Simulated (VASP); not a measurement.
W: single point with LDA

The system is W.

```xyz
1
Lattice="-1.5661 1.5661 1.5661 1.5661 -1.5661 1.5661 1.5661 1.5661 -1.5661" Properties=species:S:1:pos:R:3 pbc="T T T"
W     0.0000    0.0000    0.0000
```

| Quantity | Value |
| --- | --- |
| Program | VASP 6.6.1 |
| Task | single point |
| Functional | LDA |
| Potentials or basis | VASP PAW LDA potentials, release 64 (W_sv) |
| Cutoff | 520 eV |
| k mesh | 24 × 24 × 24 |
| Occupations | fermi-dirac, width 0.1 eV |
| Spin | no spin polarisation |

```
Pressure               : 3.0 GPa
Band gap on the k mesh : zero (band 7 reaches 17.16 eV, above the bottom of band 8 at 10.47 eV)
```

Levels at points of the mesh, in eV from the Fermi level:
| k point | band 4 | band 5 | band 6 | band 7 | band 8 | band 9 | band 10 | band 11 |
| --- | --- | --- | --- | --- | --- | --- | --- | --- |
| (0.00, 0.00, 0.00) | -37.51 | -9.76 | -1.36 | -1.36 | -1.36 | 2.22 | 2.22 | 14.60 |
| (0.50, 0.00, 0.00) | -37.52 | -6.51 | -3.78 | 0.91 | 2.14 | 3.14 | 6.38 | 11.56 |
| (0.50, 0.50, 0.50) | -38.52 | -6.15 | -6.15 | 5.33 | 5.33 | 5.33 | 8.57 | 8.57 |

It took 70 s on 1 thread of Intel(R) Xeon(R) Platinum 8259CL CPU @ 2.50GHz (Skylake/Cascade Lake) (shared host), peak memory 0.18 GiB.

Caveat: spin-orbit coupling is left out, which moves the levels of the heavy elements.
